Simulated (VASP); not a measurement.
# MoS2 (R3m) in VASP: notebook, part 2 of 2

VASP 6.6.1.

## 3. Single point, PBE+D3(BJ)

This run uses another cell than the first one, of 18.45 Å³/atom.

INCAR

```
PREC = Accurate ; ENCUT = 520
EDIFF = 1E-6 ; ISMEAR = 0
SIGMA = 0.05 ; LREAL = F
LASPH = T ; NELM = 100
ALGO = Normal ; ISIF = 2
LWAVE = F ; LCHARG = F
GGA = PE ; IVDW = 12
NBANDS = 20
```

KPOINTS

```
regular mesh
0
Gamma
  12 12 12
```

POSCAR

```
MoS2
1.0
    1.5765748049      0.9102358880      6.4297333333
   -1.5765748049      0.9102358880      6.4297333333
    0.0000000000     -1.8204717761      6.4297333333
Mo S
1 2
Direct
    0.0000172156      0.0000172156      0.0000172156
    0.7535368444      0.7535368444      0.7535368444
    0.5797459400      0.5797459400      0.5797459400
```

Potentials or basis: VASP PAW PBE potentials, release 64 (Mo_sv, S).

Run with:

```
$ cat potpaw_PBE.64/Mo_sv/POTCAR potpaw_PBE.64/S/POTCAR > POTCAR
$ mpirun -np 1 vasp_std > vasp.out
```

OUTCAR:

```text
PREC = Accurate
   ENCUT = 520
   EDIFF = 1E-6
   ISMEAR = 0
   LREAL = F
   LASPH = T
   NELM = 100
   ISIF = 2
   GGA = PE
   IVDW = 12
 IVDW          = 12

 ion  position               nearest neighbor table
   1  0.000  0.000  0.000-   2 2.47   2 2.47   2 2.47   3 2.48   3 2.48   3 2.48
   2  0.754  0.754  0.754-   1 2.47   1 2.47   1 2.47
   3  0.580  0.580  0.580-   1 2.48   1 2.48   1 2.48

  LATTYP: Found a trigonal (rhomboedric) cell.
 ALAT       =     6.6824836868
 COS(alpha) =     0.8886773990
[... 746 lines left out ...]

 Edisp (eV)   -1.22922

 E8    (eV) :    -0.4960

  FORCE on cell =-STRESS in cart. coord.  units (eV):
  Direction    XX          YY          ZZ          XY          YZ          ZX
  --------------------------------------------------------------------------------------
  -------------------------------------------------------------------------------------
  Total      -1.96507    -1.96507    -6.43961     0.00000     0.00000     0.00000
  in kB     -56.86890   -56.86890  -186.36190     0.00000     0.00000     0.00000
  external pressure =     -100.03 kB  Pullay stress =        0.00 kB

 VOLUME and BASIS-vectors are now :
 -----------------------------------------------------------------------------
  energy-cutoff  :      520.00
  volume of cell :       55.36
      direct lattice vectors                 reciprocal lattice vectors
     1.576574805  0.910235888  6.429733333     0.317143214  0.183102720  0.051842482
    -1.576574805  0.910235888  6.429733333    -0.317143214  0.183102720  0.051842482
     0.000000000 -1.820471776  6.429733333     0.000000000 -0.366205439  0.051842482

 POSITION                                       TOTAL-FORCE (eV/Angst)
 -----------------------------------------------------------------------------------
      0.00000     -0.00000      0.00033         0.000000      0.000000     -0.003517
      0.00000     -0.00000     14.53512         0.000000      0.000000     -1.767103
      0.00000     -0.00000     11.18284         0.000000     -0.000000      1.770620
 -----------------------------------------------------------------------------------
    total drift:                               -0.000000     -0.000000     -0.000036

  FREE ENERGIE OF THE ION-ELECTRON SYSTEM (eV)
  ---------------------------------------------------
  free  energy   TOTEN  =       -22.8576284897 eV

  energy  without entropy=      -22.8576284897  energy(sigma->0) =      -22.85762849
```

It took 17 min on 1 thread of Intel Xeon 8259CL, shared host; peak memory 0.47 GiB.

What came out:

- Free energy: -22.8576 eV
- Pressure: -10.0 GPa
- Largest force: 1.771 eV/Å
- Band gap on the k mesh: 1.06 eV (least direct gap 1.91 eV)
- Dispersion energy per atom: -0.410 eV

Forces on the atoms (eV/Å):
```
Mo   0.000  0.000 -0.004
S    0.000  0.000 -1.767
S    0.000  0.000  1.771
```

Stress tensor (GPa, compression positive):
```
 -5.69   0.00   0.00
  0.00  -5.69   0.00
  0.00   0.00 -18.64
```

Caveat: the stress differs along the axes, from -19 to -6 GPa; forces of over 1 eV/Å act on the atoms, so gaps and moduli don't describe the material at rest. As with any semilocal functional, this PBE gap is likely too small.

## 4. Single point, PBE+D3(BJ)

This run uses another cell than the first one, of 18.72 Å³/atom.

INCAR

```
SYSTEM = MoS2
ALGO = Normal ; EDIFF = 1E-7
ENCUT = 520 ; GGA = PE
ISIF = 2 ; ISMEAR = 0
IVDW = 12 ; LASPH = .TRUE.
LCHARG = .FALSE. ; LREAL = .FALSE.
LWAVE = .FALSE. ; NBANDS = 20
NELM = 60 ; PREC = Accurate
SIGMA = 0.05
```

KPOINTS

```
k-points
0
G
  12 12 12
  0 0 0
```

POSCAR

```
MoS2
1.0
    1.5371500000      0.8874739663      6.8616000000
   -1.5371500000      0.8874739663      6.8616000000
    0.0000000000     -1.7749479326      6.8616000000
Mo S
1 2
Direct
    0.0000172156      0.0000172156      0.0000172156
    0.7535368444      0.7535368444      0.7535368444
    0.5797459400      0.5797459400      0.5797459400
```

Run with:

```
$ cat potpaw_PBE.64/Mo_sv/POTCAR potpaw_PBE.64/S/POTCAR > POTCAR
$ mpirun -np 1 vasp_std > vasp.out
```

Run time: 25 min. Hardware: 1 thread of Intel Xeon 8259CL, shared host; peak memory 0.49 GiB.

It converged, with:

* Free energy: -22.3682 eV
* Pressure: -11.7 GPa
* Largest force: 2.807 eV/Å
* Band gap on the k mesh: 0.81 eV (least direct gap 1.41 eV)
* Dispersion energy per atom: -0.404 eV

Forces on the atoms (eV/Å):
```
Mo   0.000  0.000 -0.006
S    0.000  0.000 -2.801
S    0.000  0.000  2.807
```

Stress tensor (GPa, compression positive):
```
 -2.25   0.00   0.00
  0.00  -2.25   0.00
  0.00   0.00 -30.73
```

Levels at points of the mesh, in eV from the valence-band top:
| k point | band 10 | band 11 | band 12 | band 13 | band 14 | band 15 | band 16 | band 17 |
| --- | --- | --- | --- | --- | --- | --- | --- | --- |
| (0.00, 0.00, 0.00) | -1.55 | -1.44 | -0.47 | -0.47 | 2.70 | 2.70 | 2.83 | 2.83 |
| (0.50, 0.00, 0.00) | -2.38 | -2.29 | -0.99 | -0.21 | 2.42 | 2.72 | 3.47 | 3.55 |
| (0.50, 0.50, 0.00) | -2.75 | -2.24 | -0.79 | -0.35 | 2.60 | 2.71 | 3.19 | 3.70 |
| (0.50, 0.50, 0.50) | -1.55 | -0.57 | -0.46 | -0.46 | 2.63 | 2.63 | 2.88 | 2.88 |

Caveat: the stress differs along the axes, from -31 to -2 GPa; forces of over 1 eV/Å act on the atoms, so gaps and moduli don't describe the material at rest.

## 5. Single point, PBE+D3(BJ)

This run uses another cell than the first one, of 18.98 Å³/atom.

INCAR

```
  PREC = Accurate
  ENCUT = 520
  EDIFF = 1E-6
  ISMEAR = 0
  SIGMA = 0.05
  LREAL = F
  LASPH = T
  NELM = 80
  ALGO = Normal
  ISIF = 2
  LWAVE = F
  LCHARG = F
  GGA = PE
  IVDW = 12
  NBANDS = 20
```

KPOINTS

```
Automatic mesh
0
Gamma
  12 12 12
```

POSCAR

```
MoS2
1.0
    1.6554000000      0.9557456356      5.9978900580
   -1.6554000000      0.9557456356      5.9978900580
    0.0000000000     -1.9114912712      5.9978900580
Mo S
1 2
Direct
    0.0000172156      0.0000172156      0.0000172156
    0.7535368444      0.7535368444      0.7535368444
    0.5797459400      0.5797459400      0.5797459400
```

Run with:

```
$ cat potpaw_PBE.64/Mo_sv/POTCAR potpaw_PBE.64/S/POTCAR > POTCAR
$ mpirun -np 1 vasp_std > vasp.out
```

It took 13 min on 1 thread of Intel Xeon 8259CL, shared host; peak memory 0.46 GiB.

Results (log left out):

```yaml
Free_energy: -22.8352 eV
Pressure: -11.9 GPa
Largest_force: 0.825 eV/Å
Band_gap_on_the_k_mesh: 0.45 eV (least direct gap 1.35 eV)
Dispersion_energy_per_atom: -0.398 eV
```

Forces on the atoms (eV/Å):
```
Mo   0.000  0.000  0.000
S    0.000  0.000 -0.825
S    0.000  0.000  0.825
```

Stress tensor (GPa, compression positive):
```
-13.97   0.00   0.00
  0.00 -13.97   0.00
  0.00   0.00  -7.78
```

Levels at points of the mesh, in eV from the valence-band top:
```tsv
k point	band 9	band 10	band 11	band 12	band 13	band 14	band 15	band 16	band 17	band 18
(0.00, 0.00, 0.00)	-3.44	-2.48	-2.48	-0.98	-0.87	1.50	1.50	1.92	1.92	4.66
(0.50, 0.00, 0.00)	-4.74	-3.96	-2.20	-1.91	-1.45	1.04	1.42	2.78	2.99	5.06
(0.50, 0.50, 0.00)	-4.44	-3.83	-2.82	-2.19	-1.35	0.97	1.50	2.51	3.31	5.79
(0.50, 0.50, 0.50)	-3.47	-3.38	-2.42	-2.42	0.00	1.64	1.64	1.73	1.73	4.93
```

Caveat: the stress differs along the axes, from -14 to -8 GPa; semilocal functionals underestimate gaps, and a narrow one can read as zero.

## 6. Single point, PBE+D3(BJ)

This run uses another cell than the first one, of 19.39 Å³/atom.

INCAR

```
SYSTEM = MoS2
PREC = Accurate
ENCUT = 520
EDIFF = 1E-6
ISMEAR = 0
SIGMA = 0.05
LREAL = .FALSE.
LASPH = .TRUE.
NELM = 100
ALGO = Normal
ISIF = 2
LWAVE = .FALSE.
LCHARG = .FALSE.
GGA = PE
IVDW = 12
NBANDS = 20
```

KPOINTS

```
regular mesh
0
G
  12 12 12
  0 0 0
```

POSCAR

```
MoS2
1.0
    1.6160000000      0.9329980350      6.4297333333
   -1.6160000000      0.9329980350      6.4297333333
    0.0000000000     -1.8659960700      6.4297333333
Mo S
1 2
Direct
    0.0000172156      0.0000172156      0.0000172156
    0.7535368444      0.7535368444      0.7535368444
    0.5797459400      0.5797459400      0.5797459400
```

Potentials or basis: VASP PAW PBE potentials, release 64 (Mo_sv, S).

Run with:

```
$ cat potpaw_PBE.64/Mo_sv/POTCAR potpaw_PBE.64/S/POTCAR > POTCAR
$ mpirun -np 1 vasp_std > vasp.out
```

Run time: 16 min. Hardware: 1 thread of Intel Xeon 8259CL, shared host; peak memory 0.48 GiB.

It converged, with:

| Quantity | Value |
| --- | --- |
| Free energy | -22.7030 eV |
| Pressure | -14.7 GPa |
| Largest force | 2.066 eV/Å |
| Band gap on the k mesh | 0.99 eV (least direct gap 1.68 eV) |
| Dispersion energy per atom | -0.390 eV |

Forces in eV/Å, atoms in the order of the input:
```
Mo   0.000  0.000 -0.003
S    0.000  0.000 -2.063
S    0.000  0.000  2.066
```

Stress tensor (GPa, compression positive):
```
-11.81   0.00   0.00
  0.00 -11.81   0.00
  0.00   0.00 -20.58
```

Levels at points of the mesh, in eV from the valence-band top:
| k point | band 10 | band 11 | band 12 | band 13 | band 14 | band 15 | band 16 | band 17 |
| --- | --- | --- | --- | --- | --- | --- | --- | --- |
| (0.00, 0.00, 0.00) | -1.41 | -1.41 | -1.07 | -0.93 | 2.19 | 2.19 | 2.32 | 2.32 |
| (0.50, 0.00, 0.00) | -2.99 | -2.08 | -1.00 | -0.96 | 1.87 | 2.11 | 3.20 | 3.40 |
| (0.50, 0.50, 0.00) | -2.91 | -2.57 | -1.16 | -0.86 | 1.83 | 2.25 | 2.98 | 3.55 |
| (0.50, 0.50, 0.50) | -2.34 | -1.38 | -1.38 | 0.00 | 2.19 | 2.19 | 2.29 | 2.29 |

Caveat: the stress differs along the axes, from -21 to -12 GPa; forces of over 1 eV/Å act on the atoms, so gaps and moduli don't describe the material at rest.

## 7. Overview

```csv
cell,gap on the mesh (eV),pressure (GPa),largest force (eV/Å)
"a = 6.281 Å, angles 29.8°, 3 atoms",0.69,-6.8,0.46
"a = 6.682 Å, angles 27.3°, 3 atoms",1.06,-10.0,1.77
"a = 7.087 Å, angles 25.1°, 3 atoms",0.81,-11.7,2.81
"a = 6.295 Å, angles 30.5°, 3 atoms",0.45,-11.9,0.83
"a = 6.695 Å, angles 27.9°, 3 atoms",0.99,-14.7,2.07
```

Alike in all rows: task single point; level PBE+D3(BJ); potentials or basis VASP PAW PBE potentials, release 64 (Mo_sv, S); no spin polarisation; k mesh 12 × 12 × 12; cutoff (eV) 520; smearing gaussian 0.05 eV.

Caveats: forces of over 1 eV/Å act on the atoms, so gaps and moduli don't describe the material at rest (at least some runs); semilocal functionals underestimate gaps, and a narrow one can read as zero (at least some runs); the cell stands under tension (at least some runs); the stress differs along the axes, from -19 to -6 GPa (at least some runs); the stress differs along the axes, from -31 to -2 GPa (at least some runs); the stress differs along the axes, from -14 to -8 GPa (at least some runs); the stress differs along the axes, from -21 to -12 GPa (at least some runs).

Absolute energies hang on the potentials; compare differences alone.
